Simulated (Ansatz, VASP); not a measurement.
# One calculation of InP, two programs

Contents of INCAR:

```
ALGO = Normal ; EDIFF = 1E-6
ENCUT = 500 ; GGA = PE
GGA_COMPAT = F ; ISIF = 2
ISMEAR = 0 ; LASPH = T
LCHARG = F ; LREAL = F
LWAVE = F ; NBANDS = 16
NELM = 120 ; PREC = Accurate
SIGMA = 0.01
```

The input KPOINTS:

```
k-points
0
Gamma
  8 8 8
```

File POSCAR:

```
InP
1.0
    0.0000000000      2.9541317328      2.9541317328
    2.9541317328      0.0000000000      2.9541317328
    2.9541317328      2.9541317328      0.0000000000
In P
1 1
Direct
    0.0000000000      0.0000000000      0.0000000000
    0.7500000006      0.7500000006      0.7500000006
```

Input for Ansatz:

```yaml
crystal:
  lattice:
    - [0.0, 2.9541317328, 2.9541317328]
    - [2.9541317328, 0.0, 2.9541317328]
    - [2.9541317328, 2.9541317328, 0.0]
  atoms:
    - { symbol: In, position: [0.0, 0.0, 0.0] }
    - { symbol: P, position: [0.7500000006, 0.7500000006, 0.7500000006] }
basis:
  ecutwfc: 420.0
  ecutrho_ratio: 4
  xc_grid: 2
  precision: f64
hamiltonian:
  pseudopotentials: { kind: paw, azcp: { folder: soft_1 } }
scf:
  max_iter: 60
  self_checks: high
  occupations: { method: fixed }
kpoints:
  mp_grid: { grid: [8, 8, 8] }
  band_path: { path: [VBM, CBM], npoints: 1 }
checkpoint:
  write: "../edges.relax.run"
  compress: false
  write_wavefunctions: true
  write_every: 100000
```

Alike in both runs: task single point; functional PBE; k mesh 8 × 8 × 8; no spin polarisation.

```csv
,VASP,Ansatz
version,VASP 6.6.1,Ansatz 0.2.0
potentials or method,"VASP PAW PBE potentials, release 64 (In_d, P), cutoff 500 eV",plane-wave PAW DFT
occupations,"gaussian, width 0.01 eV",fixed
valence electrons in the cell,18,18
```

```csv
,VASP,Ansatz,Ansatz less VASP
gap on the k mesh at the Fermi level (eV),0.58,0.58,+0.002
```
